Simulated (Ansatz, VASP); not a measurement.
**Two plane-wave programs on Fe**

```
Fe
1.0
     2.47401    0.00000    0.00000
    -1.23701    2.14256    0.00000
     0.00000    0.00000    8.49744
Fe
4
Direct
  0.00000 0.00000 0.00000
  0.00000 0.00000 0.50000
  0.33333 0.66667 0.25000
  0.66667 0.33333 0.75000
```

Alike in both runs: task single point; functional r2SCAN; k mesh 16 × 16 × 4; occupations fermi-dirac, width 0.05 eV; collinear spin.

```csv
,VASP,Ansatz
version,VASP 6.6.1,Ansatz 0.2.0
potentials or method,"VASP PAW PBE potentials, release 64 (Fe), cutoff 520 eV","plane waves (500 eV) with PAW, scalar-relativistic"
valence electrons in the cell,32,64
```

```csv
,VASP,Ansatz,Ansatz less VASP
pressure (GPa),5.5,5.4,-0.09
"traceless stress, the component that is largest in VASP (GPa)",-0.99,-1.36,-0.369
net moment per atom (μB),0.13,0.14,+0.009
size of the moment on the site where the two differ most (μB),2.40,2.38,-0.018
```

VASP's potentials were made for PBE, not for r2SCAN. Site moments also hang on the region over which each program counts them. With one functional, cell and mesh, what is left measures potentials, basis and numerics. VASP's potentials hold 32 valence electrons a cell and Ansatz's 64, so a difference there can come from the potentials and not from the codes. Ansatz's warnings: stability check not made.
